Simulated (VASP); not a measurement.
A run of VASP 6.6.1:

INCAR

```
PREC = Accurate
ENCUT = 600
EDIFF = 1E-7
ISMEAR = 0
SIGMA = 0.1
LREAL = F
LASPH = T
NELM = 60
ALGO = Normal
ISIF = 3
LWAVE = F
LCHARG = F
GGA = PE
IBRION = 2
NSW = 90
EDIFFG = -0.04
```

The input KPOINTS:

```
regular mesh
0
Gamma
  4 4 4
```

Contents of POSCAR:

```
TlH4
1.0
    4.0138441200      0.0000000000      0.0000000000
    0.0000000000      4.0138441200      0.0000000000
    0.0000000000      0.0000000000      4.0138441200
Tl H
1 4
Direct
    0.5000000000      0.5000000000      0.5000000000
    0.0000000000      0.0000000000      0.0000000000
    0.5000000000      0.5000000000      0.0000000000
    0.5000000000      0.0000000000      0.5000000000
    0.0000000000      0.5000000000      0.5000000000
```

Potentials or basis: VASP PAW PBE potentials, release 64 (Tl_d, H).

Launch:

```console
$ cat potpaw_PBE.64/Tl_d/POTCAR potpaw_PBE.64/H/POTCAR > POTCAR
$ mpirun -np 1 vasp_std > vasp.out
```

Hardware: 1 thread of Intel(R) Xeon(R) 6975P-C (Granite Rapids), on a shared host.

Question: How long does it take, and how much memory?

Answer: It took 12 s on 1 thread of Intel(R) Xeon(R) 6975P-C (Granite Rapids), with other jobs on the host, peak memory 0.18 GiB. Counts: scf iterations 38, k points 10, ion steps 3.
